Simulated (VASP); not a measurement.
Set up this calculation in VASP 6.6.1, as the native input.

| Property | Result |
| --- | --- |
| Task | relaxation of cell and atoms |
| Functional | LDA |
| Potentials or basis | VASP PAW LDA potentials, release 64 (Rh_pv) |
| Cutoff | 500 eV |
| k mesh | 8 × 8 × 4 |
| Occupations | gaussian, width 0.05 eV |
| Spin | no spin polarisation |
| Dipole correction | no |
| Further INCAR settings | ALGO = Normal; EDIFF = 1e-07; IBRION = 2; EDIFFG = -0.03; NSW = 80; ISIF = 3 |

The structure of Rh lies in POSCAR:

```
Rh
1.0
    2.6523256029      0.0000000000      0.0000000000
   -1.3261628014      2.2969813512      0.0000000000
    0.0000000000      0.0000000000      4.3421463276
Rh
2
Direct
    0.3333333333      0.6666666667      0.2500000000
    0.6666666667      0.3333333333      0.7500000000
```

This isn't the form of Rh at room conditions, which is fcc.

One way to write it, as run:

INCAR

```
PREC = Accurate
ENCUT = 500
EDIFF = 1E-7
ISMEAR = 0
SIGMA = 0.05
LREAL = False
LASPH = True
NELM = 120
ALGO = Normal
ISIF = 3
LWAVE = False
LCHARG = False
IBRION = 2
NSW = 80
EDIFFG = -0.03
GGA_COMPAT = False
NELMIN = 4
```

KPOINTS

```
regular mesh
0
Gamma
  8 8 4
```

Potentials or basis: VASP PAW LDA potentials, release 64 (Rh_pv).

The run is started by

```sh
$ cat potpaw_LDA.64/Rh_pv/POTCAR > POTCAR
$ mpirun -np 1 vasp_std > vasp.out
```

It gave:

| Item | Value |
| --- | --- |
| Relaxed volume | 13.33 Å³/atom |
| Relaxed cell | a = 2.680 Å, b = 2.680 Å, c = 4.284 Å, α = 90.00°, β = 90.00°, γ = 120.00° |
| Space group after relaxing (to 0.1 Å) | P6_3/mmc (No. 194) |
| Energy gained by relaxing | 5.3 meV/atom |
| Ionic steps | 5 |
| Pressure after relaxing | -0.2 GPa |
| Band gap on the k mesh | zero (bands 15 and 16 overlap by 2.29 eV) |

Caveat: the k points lie up to 0.37 Å⁻¹ apart in the final cell, too coarse for converged energies and pressures of a metal.

Wall time 40 s on 1 thread of Intel(R) Xeon(R) Platinum 8488C (Sapphire Rapids) (shared host), peak memory 0.14 GiB.
